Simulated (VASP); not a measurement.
Ca2HO2, 5 atoms in the cell. The cell holds a slab with vacuum, 5 atoms: a = 3.416 Å, b = 3.416 Å, c = 19.792 Å, α = 90.00°, β = 90.00°, γ = 120.00°. 

```yaml
Program: VASP 6.6.1
Task: relaxation of the atoms
Functional: PBE
Potentials_or_basis: VASP PAW PBE potentials, release 64 (O, Ca_sv, H)
Cutoff: 520 eV
k_mesh: 9 × 9 × 1
Occupations: gaussian, width 0.05 eV
Spin: collinear spin
Starting_moments: "[0.0, 0.0, 0.0, 0.0, 1.0] μB"
Dipole_correction: yes
Atoms_held_fixed_from_0: "[0, 1, 2, 3]"
Further_INCAR_settings: ALGO = Normal; EDIFF = 1e-07; NELMDL = -8; IBRION = 2; EDIFFG = -0.025; NSW = 36
Atoms_held_along_some_axes_from_0: atom 4 along a and b
```

Potentials or basis: VASP PAW PBE potentials, release 64 (O, Ca_sv, H).

Command:

```console
$ cat potpaw_PBE.64/O/POTCAR potpaw_PBE.64/Ca_sv/POTCAR potpaw_PBE.64/H/POTCAR > POTCAR
$ mpirun -np 4 vasp_std > vasp.out
```

Hardware: 4 MPI ranks on Intel(R) Xeon(R) Platinum 8488C (Sapphire Rapids), on a shared host.

Problem. Estimate the wall time of this run.

Solution. It took 60 min on 4 MPI ranks on Intel(R) Xeon(R) Platinum 8488C (Sapphire Rapids) (shared host), peak memory 0.52 GiB a rank. Counts: scf iterations 821, k points 12, ion steps 18.
